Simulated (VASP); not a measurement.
# Pb (Fm-3m) in VASP: notebook

Runs on Pb. Level: PBE. Tasks: single point.

Everything below comes from runs of VASP 6.6.1. Logs are shortened: lines on timing, memory, paths and dates and some standing lists are left out, and cuts for length are marked.

## (1) The cell of the first run

Symmetry: Fm-3m, No. 225, cubic system. The conventional cell has a = 4.940 Å, b = 4.940 Å, c = 4.940 Å, α = 90.00°, β = 90.00°, γ = 90.00°. Pb (site symmetry m-3m) has 12 Pb at 3.49 Å within 4.6 Å.

## (2) Single point, PBE

INCAR

```
SYSTEM = Pb
  PREC = Accurate
  ENCUT = 520
  EDIFF = 1E-6
  ISMEAR = -1
  SIGMA = 0.08
  LREAL = .False.
  LASPH = .True.
  NELM = 100
  ALGO = Normal
  ISIF = 2
  LWAVE = .False.
  LCHARG = .True.
  GGA = PE
  LELF = .True.
  LVHAR = .True.
  NBANDS = 13
```

KPOINTS

```
Automatic mesh
0
Gamma
  13 13 13
  0 0 0
```

POSCAR

```
Pb
1.0
    0.0000000000      2.4698000000      2.4698000000
    2.4698000000      0.0000000000      2.4698000000
    2.4698000000      2.4698000000      0.0000000000
Pb
1
Direct
    0.0000000000      0.0000000000      0.0000000000
```

Potentials or basis: VASP PAW PBE potentials, release 64 (Pb_d).

On the command line:

```bash
$ cat potpaw_PBE.64/Pb_d/POTCAR > POTCAR
$ mpirun -np 1 vasp_std > vasp.out
```

OUTCAR:

```text
SYSTEM = Pb
   PREC = Accurate
   ENCUT = 520
   EDIFF = 1E-6
   ISMEAR = -1
   LREAL = .False.
   LASPH = .True.
   NELM = 100
   ISIF = 2
   GGA = PE

 ion  position               nearest neighbor table
   1  0.000  0.000  0.000-

  LATTYP: Found a face centered cubic cell.
 ALAT       =     4.9396000000

  Lattice vectors:

 A1 = (   0.0000000000,   2.4698000000,   2.4698000000)
 A2 = (   2.4698000000,   0.0000000000,   2.4698000000)
 A3 = (   2.4698000000,   2.4698000000,   0.0000000000)

Analysis of symmetry for initial positions (statically):
=====================================================================
 Subroutine PRICEL returns:
 Original cell was already a primitive cell.

 Routine SETGRP: Setting up the symmetry group for a
 face centered cubic supercell.

 Subroutine GETGRP returns: Found 48 space group operations
[... 9 lines left out ...]

 Routine SETGRP: Setting up the symmetry group for a
 face centered cubic supercell.

 Subroutine GETGRP returns: Found 48 space group operations
[... 11 lines left out ...]
                                     Primitive cell

  volume of cell :      30.1311

  direct lattice vectors                    reciprocal lattice vectors
     0.000000000  2.469800000  2.469800000    -0.202445542  0.202445542  0.202445542
     2.469800000  0.000000000  2.469800000     0.202445542 -0.202445542  0.202445542
     2.469800000  2.469800000  0.000000000     0.202445542  0.202445542 -0.202445542

  length of vectors
     3.492824656  3.492824656  3.492824656     0.350645965  0.350645965  0.350645965

  position of ions in fractional coordinates (direct lattice)
     0.000000000  0.000000000  0.000000000

  ion indices of the primitive-cell ions
   primitive index   ion index
                 1           1

----------------------------------------------------------------------------------------

 KPOINTS: Automatic mesh

Automatic generation of k-mesh.
 Grid dimensions read from file:
 generate k-points for:   13   13   13

 Generating k-lattice:

  Cartesian coordinates                     Fractional coordinates (reciprocal lattice)
    -0.015572734  0.015572734  0.015572734     0.076923077  0.000000000  0.000000000
     0.015572734 -0.015572734  0.015572734     0.000000000  0.076923077  0.000000000
     0.015572734  0.015572734 -0.015572734     0.000000000  0.000000000  0.076923077

  Length of vectors
     0.026972767  0.026972767  0.026972767

  Shift w.r.t. Gamma in fractional coordinates (k-lattice)
     0.000000000  0.000000000  0.000000000

 Subroutine IBZKPT returns following result:
 ===========================================

 Found     84 irreducible k-points:

 Following reciprocal coordinates:
            Coordinates               Weight
  0.000000  0.000000  0.000000      1.000000
  0.076923  0.000000  0.000000      8.000000
  0.153846  0.000000  0.000000      8.000000
  0.230769  0.000000  0.000000      8.000000
  0.307692  0.000000  0.000000      8.000000
  0.384615  0.000000  0.000000      8.000000
[... 16 lines left out ...]
  0.384615  0.153846  0.000000     24.000000
  0.461538  0.153846  0.000000     24.000000
 [... further k-points ...]
   k-points           NKPTS =     84   k-points in BZ     NKDIM =     84   number of bands    NBANDS=     13
   number of dos      NEDOS =    301   number of ions     NIONS =      1
   total plane-waves  NPLWV =  21952
   dimension x,y,z NGX =    28 NGY =   28 NGZ =   28
   dimension x,y,z NGXF=    56 NGYF=   56 NGZF=   56
   ions per type =               1
   NGX,Y,Z   is equivalent  to a cutoff of  13.33, 13.33, 13.33 a.u.
   NGXF,Y,Z  is equivalent  to a cutoff of  26.65, 26.65, 26.65 a.u.
 SYSTEM =  Pb
   PREC   = accura    normal or accurate (medium, high low for compatibility)
   ISTART =      0    job   : 0-new  1-cont  2-samecut
   ICHARG =      2    charge: 1-file 2-atom 10-const
   ISPIN  =      1    spin polarized calculation?
   LNONCOLLINEAR =      F non collinear calculations
   LSORBIT =      F    spin-orbit coupling
   LASPH  =      T    aspherical Exc in radial PAW
   ENCUT  =  520.0 eV  38.22 Ry    6.18 a.u.   6.49  6.49  6.49*2*pi/ulx,y,z
   NELM   =    100;   NELMIN=  2; NELMDL= -5     # of ELM steps
   EDIFF  = 0.1E-05   stopping-criterion for ELM
   LREAL  =      F    real-space projection
   EDIFFG = 0.1E-04   stopping-criterion for IOM
   NSW    =      0    number of steps for IOM
   IBRION =     -1    ionic relax: 0-MD 1-quasi-New 2-CG
   NFREE  =      0    steps in history (QN), initial steepest desc. (CG)
   ISIF   =      2    stress and relaxation
   ISYM   =      2    0-nonsym 1-usesym 2-fastsym
   POTIM  = 0.5000    time-step for ionic-motion
   TEBEG  =    0.0;   TEEND  =   0.0 temperature during run
   PSTRESS=    0.0 pullay stress
   NELECT =      14.0000    total number of electrons
   NUPDOWN=      -1.0000    fix difference up-down
   EMIN   =  10.00;   EMAX   =-10.00  energy-range for DOS
   EFERMI =   0.00;   METHOD = LEGACY
   ISMEAR =    -1;   SIGMA  =   0.08  broadening in eV -4-tet -1-fermi 0-gaus
   EFERMI_NEDOS =   21; number of points for ismear=-14 and -15
   IALGO  =     38    algorithm
   IMIX   =      4    mixing-type and parameters
     AMIX     =   0.40;   BMIX     =  1.00
     AMIX_MAG =   1.60;   BMIX_MAG =  1.00
  volume/ion in A,a.u.               =      30.13       203.33
  Fermi-wavevector in a.u.,A,eV,Ry     =   1.267980  2.396135 21.875082  1.607773
  Thomas-Fermi vector in A             =   2.401099
   LORBIT       =      0    0 simple, 1 ext, 2 COOP (PROOUT), +10 PAW based schemes
   GGA     = PE    functional components
   LHFCALC =     F    Hartree Fock is set to
   AEXX    =    0.0000 exact exchange contribution
   IVDW    =     0    specifies the selected vdW correction
   LEPSILON=     F    determine dielectric tensor
   LRPA    =     F    only Hartree local field effects (RPA)
 non-spin polarized calculation
  energy-cutoff  :      520.00
  volume of cell :       30.13
 maximum number of plane-waves:       869
 NGX is ok and might be reduce to    28
   NGX = 13   NGY = 13   NGZ = 13

 number of electron      13.9999999 magnetization

 Free energy of the ion-electron system (eV)
  ---------------------------------------------------
  ext. energy  EPLUGINS =         0.00000000
  ---------------------------------------------------
  free energy    TOTEN  =        -3.55271586 eV

  energy without entropy =       -3.54096952  energy(sigma->0) =       -3.54684269

 E-fermi :   7.4337     XC(G=0): -10.2151

 val. band max:        7.4079383583   @ k =  -0.2308   0.1538   0.0000
 cond. band min:       7.4852944669   @ k =   0.3846   0.2308   0.0769
 fundamental gap:      0.0773561086
 Fermi energy:         7.4336931155

 k-point     1 :       0.0000    0.0000    0.0000
  band No.  band energies     occupation
      1      -9.7235      2.00000
      2      -9.7235      2.00000
      3      -9.7235      2.00000
      4      -9.5811      2.00000
      5      -9.5811      2.00000
      6      -4.4440      2.00000
      7      14.8220      0.00000
      8      14.8220      0.00000
      9      14.8220      0.00000
     10      17.1203      0.00000
     11      18.7754      0.00000
     12      19.8846      0.00000
     13      19.8846      0.00000

 k-point     2 :       0.0769    0.0000    0.0000
  band No.  band energies     occupation
      1      -9.7236      2.00000
      2      -9.7148      2.00000
      3      -9.7148      2.00000
      4      -9.5816      2.00000
      5      -9.5816      2.00000
      6      -4.3293      2.00000
      7      13.4655      0.00000
      8      14.6783      0.00000
      9      14.6783      0.00000
     10      16.8744      0.00000
     11      19.3549      0.00000
     12      20.1403      0.00000
     13      20.1403      0.00000

 k-point     3 :       0.1538    0.0000    0.0000
  band No.  band energies     occupation
      1      -9.7254      2.00000
      2      -9.6961      2.00000
      3      -9.6961      2.00000
      4      -9.5775      2.00000
      5      -9.5775      2.00000
      6      -3.9848      2.00000
      7      11.0878      0.00000
      8      14.3213      0.00000
      9      14.3213      0.00000
     10      16.5866      0.00000
     11      20.0974      0.00000
     12      20.5122      0.00000
     13      20.6218      0.00000

 k-point     4 :       0.2308    0.0000    0.0000
  band No.  band energies     occupation
      1      -9.7304      2.00000
      2      -9.6868      2.00000
      3      -9.6868      2.00000
      4      -9.5542      2.00000
      5      -9.5542      2.00000
      6      -3.4133      2.00000
      7       8.6921      0.00000
      8      13.8852      0.00000
      9      13.8852      0.00000
     10      16.3891      0.00000
     11      19.1300      0.00000
     12      19.9247      0.00000
     13      19.9247      0.00000

 k-point     5 :       0.3077    0.0000    0.0000
  band No.  band energies     occupation
      1      -9.7385      2.00000
      2      -9.6932      2.00000
      3      -9.6932      2.00000
      4      -9.5126      2.00000
      5      -9.5126      2.00000
      6      -2.6334      2.00000
      7       6.4873      1.99999
      8      13.4746      0.00000
      9      13.4746      0.00000
     10      16.3114      0.00000
     11      18.2095      0.00000
     12      19.2790      0.00000
     13      19.2790      0.00000

 k-point     6 :       0.3846    0.0000    0.0000
  band No.  band energies     occupation
      1      -9.7473      2.00000
      2      -9.7042      2.00000
      3      -9.7042      2.00000
      4      -9.4717      2.00000
      5      -9.4717      2.00000
      6      -1.7149      2.00000
      7       4.6007      2.00000
      8      13.1609      0.00000
      9      13.1609      0.00000
     10      16.3617      0.00000
     11      17.4891      0.00000
     12      18.8413      0.00000
     13      18.8413      0.00000

 k-point     7 :       0.4615    0.0000    0.0000
  band No.  band energies     occupation
      1      -9.7530      2.00000
      2      -9.7116      2.00000
      3      -9.7116      2.00000
      4      -9.4471      2.00000
      5      -9.4471      2.00000
      6      -0.9195      2.00000
      7       3.3168      2.00000
      8      12.9916      0.00000
      9      12.9916      0.00000
     10      16.5315      0.00000
     11      16.9848      0.00000
     12      18.6229      0.00000
     13      18.6229      0.00000
[... 193 lines left out ...]
 k-point    20 :       0.1538    0.1538    0.0000
  band No.  band energies     occupation
      1      -9.7597      2.00000
      2      -9.6589      2.00000
      3      -9.6589      2.00000
      4      -9.6207      2.00000
      5      -9.5541      2.00000
      6      -3.8323      2.00000
      7      12.1317      0.00000
      8      12.9013      0.00000
      9      12.9013      0.00000
     10      15.8295      0.00000
     11      17.5484      0.00000
     12      22.2313      0.00000
     13      22.4661      0.00000

 k-point    21 :       0.2308    0.1538    0.0000
  band No.  band energies     occupation
      1      -9.7701      2.00000
      2      -9.6508      2.00000
      3      -9.6341      2.00000
      4      -9.6170      2.00000
      5      -9.5347      2.00000
      6      -3.4130      2.00000
      7      10.2801      0.00000
      8      12.3104      0.00000
      9      12.5912      0.00000
     10      15.8829      0.00000
     11      16.7069      0.00000
     12      21.8607      0.00000
     13      22.5503      0.00000

 k-point    22 :       0.3077    0.1538    0.0000
  band No.  band energies     occupation
      1      -9.7696      2.00000
      2      -9.6693      2.00000
      3      -9.6293      2.00000
      4      -9.5843      2.00000
      5      -9.4984      2.00000
      6      -2.7747      2.00000
      7       8.1184      0.00038
      8      11.8969      0.00000
      9      11.9978      0.00000
     10      15.5340      0.00000
     11      17.4874      0.00000
     12      21.3241      0.00000
     13      21.8957      0.00000

 k-point    23 :       0.3846    0.1538    0.0000
  band No.  band energies     occupation
      1      -9.7642      2.00000
      2      -9.6822      2.00000
      3      -9.6382      2.00000
      4      -9.5520      2.00000
      5      -9.4614      2.00000
      6      -1.9521      2.00000
      7       6.1181      2.00000
      8      11.2797      0.00000
      9      11.6962      0.00000
     10      15.1683      0.00000
     11      18.9414      0.00000
     12      20.7008      0.00000
     13      21.1514      0.00000

 k-point    24 :       0.4615    0.1538    0.0000
  band No.  band energies     occupation
      1      -9.7579      2.00000
      2      -9.6883      2.00000
      3      -9.6498      2.00000
      4      -9.5223      2.00000
      5      -9.4412      2.00000
      6      -1.0610      2.00000
      7       4.4767      2.00000
      8      10.6190      0.00000
      9      11.7298      0.00000
     10      15.0519      0.00000
     11      19.6114      0.00000
     12      20.5317      0.00000
     13      21.1396      0.00000

 [... further k-points ...]
[... 5 lines left out ...]
  --------------------------------------------------------------------------------------
  -------------------------------------------------------------------------------------
  Total        0.5065836      0.5065836      0.5065836      0.0000000     -0.0000000      0.0000000
  in kB       26.9368223     26.9368223     26.9368223      0.0000000     -0.0000000      0.0000000
  external PRESSURE =      26.9368223 kB  Pullay stress =       0.0000000 kB

 VOLUME and BASIS-vectors are now :
 -----------------------------------------------------------------------------
  energy-cutoff  :      520.00
  volume of cell :       30.13
      direct lattice vectors                 reciprocal lattice vectors
     0.000000000  2.469800000  2.469800000    -0.202445542  0.202445542  0.202445542
     2.469800000  0.000000000  2.469800000     0.202445542 -0.202445542  0.202445542
     2.469800000  2.469800000  0.000000000     0.202445542  0.202445542 -0.202445542

 POSITION                                       TOTAL-FORCE (eV/Angst)
 -----------------------------------------------------------------------------------
      0.00000      0.00000      0.00000         0.000000      0.000000      0.000000
 -----------------------------------------------------------------------------------
    total drift:                               -0.000000     -0.000000     -0.000000

  FREE ENERGIE OF THE ION-ELECTRON SYSTEM (eV)
  ---------------------------------------------------
  free  energy   TOTEN  =        -3.5527158649 eV

  energy  without entropy=       -3.5409695235  energy(sigma->0) =       -3.54684269
```

Run time: 52 s. Hardware: 1 thread of Intel Xeon 6975P-C, shared host; peak memory 0.18 GiB.

What came out:

* Free energy: -3.5527 eV
* Pressure: 2.7 GPa
* Band gap on the k mesh: zero (band 7 reaches 14.82 eV, above the bottom of band 8 at 5.67 eV)

Caveat: spin-orbit coupling is left out, which moves the levels of the heavy elements.

(Part 1 of 2 ends here.)
